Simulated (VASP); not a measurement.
# WC (P-6m2) in VASP: further runs, part 2 of 3

VASP 6.6.1.

**3. Single point, PBEsol**

This run uses another cell than the first one, of 10.26 Å³/atom, 0.988 times its volume.

INCAR reads:

```
SYSTEM = WC
PREC = Accurate
ENCUT = 910
EDIFF = 1E-6
ISMEAR = 0
SIGMA = 0.1
LREAL = .False.
LASPH = .True.
NELM = 120
ALGO = Normal
ISIF = 2
LWAVE = .False.
LCHARG = .False.
GGA = PS
NBANDS = 16
GGA_COMPAT = .False.
```

KPOINTS reads:

```
Automatic mesh
0
Gamma
  18 18 14
  0 0 0
```

POSCAR reads:

```
WC
1.0
    2.8957562890      0.0000000000      0.0000000000
   -1.4478781445      2.5077985094      0.0000000000
    0.0000000000      0.0000000000      2.8258199505
W C
1 1
Direct
    0.0000000000      0.0000000000      0.0000000000
    0.6666666667      0.3333333333      0.5000000000
```

Potentials or basis: VASP PAW PBE potentials, release 64 (W_sv, C_h).

Run with:

```console
cat potpaw_PBE.64/W_sv/POTCAR potpaw_PBE.64/C_h/POTCAR > POTCAR
mpirun -np 1 vasp_std > vasp.out
```

OUTCAR:

```text
SYSTEM = WC
   PREC = Accurate
   ENCUT = 910
   EDIFF = 1E-6
   ISMEAR = 0
   LREAL = .False.
   LASPH = .True.
   NELM = 120
   ISIF = 2
   GGA = PS

 ion  position               nearest neighbor table
   1  0.000  0.000  0.000-   2 2.19   2 2.19   2 2.19   2 2.19   2 2.19   2 2.19
   2  0.667  0.333  0.500-   1 2.19   1 2.19   1 2.19   1 2.19   1 2.19   1 2.19

  LATTYP: Found a hexagonal cell.
 ALAT       =     2.8957562890
 C/A-ratio  =     0.9758486794

  Lattice vectors:

 A1 = (   2.8957562890,   0.0000000000,   0.0000000000)
 A2 = (  -1.4478781445,   2.5077985094,   0.0000000000)
 A3 = (   0.0000000000,   0.0000000000,   2.8258199505)

Analysis of symmetry for initial positions (statically):
=====================================================================
 Subroutine PRICEL returns:
 Original cell was already a primitive cell.

 Routine SETGRP: Setting up the symmetry group for a
 hexagonal supercell.

 Subroutine GETGRP returns: Found 12 space group operations
 (whereof 12 operations were pure point group operations)
 out of a pool of 24 trial point group operations.

The static configuration has the point symmetry D_3h.

Analysis of symmetry for dynamics (positions and initial velocities):
[... 156 lines left out ...]

  energy without entropy =      -23.90539457  energy(sigma->0) =      -23.90602062

 E-fermi :  11.4262     XC(G=0): -14.0293

 val. band max:       11.3829465243   @ k =   0.0556   0.0000   0.2143
 cond. band min:      11.4504919910   @ k =   0.4444   0.0000   0.5000
 fundamental gap:      0.0675454667
 Fermi energy:        11.4262303109

 k-point     1 :       0.0000    0.0000    0.0000
  band No.  band energies     occupation
      1     -62.4833      2.00000
      2     -26.4691      2.00000
      3     -26.3631      2.00000
      4     -26.3631      2.00000
      5      -3.0862      2.00000
      6       7.0334      2.00000
[... 433 lines left out ...]
      3     -26.6205      2.00000
      4     -26.3517      2.00000
      5       0.3607      2.00000
      6       4.4946      2.00000
[... 8 lines left out ...]
     15      25.3365      0.00000
     16      29.0591      0.00000

 [... further k-points ...]
[... 5 lines left out ...]
  --------------------------------------------------------------------------------------
  -------------------------------------------------------------------------------------
  Total        0.2632485      0.2632485      0.3036569      0.0000000      0.0000000      0.0000000
  in kB       20.5531006     20.5531006     23.7079799      0.0000000      0.0000000      0.0000000
  external PRESSURE =      21.6047270 kB  Pullay stress =       0.0000000 kB

 VOLUME and BASIS-vectors are now :
 -----------------------------------------------------------------------------
  energy-cutoff  :      910.00
  volume of cell :       20.52
      direct lattice vectors                 reciprocal lattice vectors
     2.895756289  0.000000000  0.000000000     0.345332929  0.199378059  0.000000000
    -1.447878144  2.507798509  0.000000000     0.000000000  0.398756119  0.000000000
     0.000000000  0.000000000  2.825819951     0.000000000  0.000000000  0.353879588

 POSITION                                       TOTAL-FORCE (eV/Angst)
 -----------------------------------------------------------------------------------
      0.00000      0.00000      0.00000         0.000000      0.000000      0.000000
      1.44788      0.83593      1.41291        -0.000000     -0.000000      0.000000
 -----------------------------------------------------------------------------------
    total drift:                                0.000000     -0.000000      0.000000

  FREE ENERGIE OF THE ION-ELECTRON SYSTEM (eV)
  ---------------------------------------------------
  free  energy   TOTEN  =       -23.9066466654 eV

  energy  without entropy=      -23.9053945668  energy(sigma->0) =      -23.90602062
```

OSZICAR:

```text
N       E                     dE             d eps       ncg     rms          rms(c)
DAV:   1     0.147262964883E+03    0.14726E+03   -0.13075E+04  9480   0.187E+03
DAV:   2    -0.213075578388E+02   -0.16857E+03   -0.16255E+03 11344   0.436E+02
DAV:   3    -0.267525604400E+02   -0.54450E+01   -0.53969E+01 10648   0.681E+01
DAV:   4    -0.267924664398E+02   -0.39906E-01   -0.39901E-01 12256   0.638E+00
DAV:   5    -0.267927086849E+02   -0.24225E-03   -0.24224E-03 10656   0.507E-01    0.338E+01
DAV:   6    -0.240016614354E+02    0.27910E+01   -0.51977E+00 13472   0.248E+01    0.945E+00
DAV:   7    -0.239389474143E+02    0.62714E-01   -0.37673E-01  9760   0.500E+00    0.633E+00
DAV:   8    -0.239076773530E+02    0.31270E-01   -0.66595E-02 11136   0.222E+00    0.881E-01
DAV:   9    -0.239067823845E+02    0.89497E-03   -0.25688E-03 10336   0.421E-01    0.108E-01
DAV:  10    -0.239066465451E+02    0.13584E-03   -0.31952E-04 11848   0.215E-01    0.278E-02
DAV:  11    -0.239066474146E+02   -0.86944E-06   -0.10656E-05 10800   0.343E-02    0.710E-03
DAV:  12    -0.239066466654E+02    0.74914E-06   -0.20185E-06  8728   0.128E-02
   1 F= -.23906647E+02 E0= -.23906021E+02  d E =-.125210E-02
```

stdout:

```text
POSCAR found type information on POSCAR W C
 POSCAR found :  2 types and       2 ions
 scaLAPACK will be used
 -----------------------------------------------------------------------------
|                                                                             |
|                                                                             |
|     You enforced a specific xc type in the INCAR file but a different       |
|     I HOPE YOU KNOW WHAT YOU ARE DOING!                                     |
|                                                                             |
 -----------------------------------------------------------------------------

 LDA part: xc-table for (Slater+PW92), standard interpolation
 POSCAR, INCAR and KPOINTS ok, starting setup
 FFT: planning ... GRIDC
 FFT: planning ... GRID_SOFT
 FFT: planning ... GRID
 WAVECAR not read
 entering main loop
```

Run time: 56 s. Hardware: 1 thread of Intel Xeon 6975P-C (Granite Rapids), shared host; peak memory 0.34 GiB.

Results:

```
Free energy            : -23.9066 eV
Pressure               : 2.2 GPa
Band gap on the k mesh : zero (band 9 reaches 12.06 eV, above the bottom of band 10 at 10.82 eV)
```

Stress tensor (GPa, compression positive):
```
2.06 0.00 0.00
0.00 2.06 0.00
0.00 0.00 2.37
```

Levels at points of the mesh, in eV from the Fermi level:
```tsv
k point	band 5	band 6	band 7	band 8	band 9	band 10	band 11	band 12	band 13	band 14
(0.00, 0.00, 0.00)	-14.51	-4.39	-3.38	-3.38	0.12	3.28	3.28	5.72	5.72	6.48
(0.50, 0.00, 0.00)	-11.10	-7.09	-3.66	-3.64	-0.44	2.37	4.60	4.98	6.94	9.77
(0.00, 0.00, 0.50)	-10.37	-8.74	-2.04	-2.04	-0.61	-0.61	3.74	4.56	4.56	10.04
(0.50, 0.00, 0.50)	-11.33	-6.54	-4.37	-4.20	0.32	4.51	5.41	6.77	9.34	10.27
```

Caveat: the cutoff is under 1.25 times the usual one of these potentials, so pressure, stress and relaxed cells hold a basis-set (Pulay) error; the PAW data sets were made with another functional, which shifts forces and pressure a little; spin-orbit coupling is left out, which moves the levels of the heavy elements.

(Part 2 of 3 ends here.)
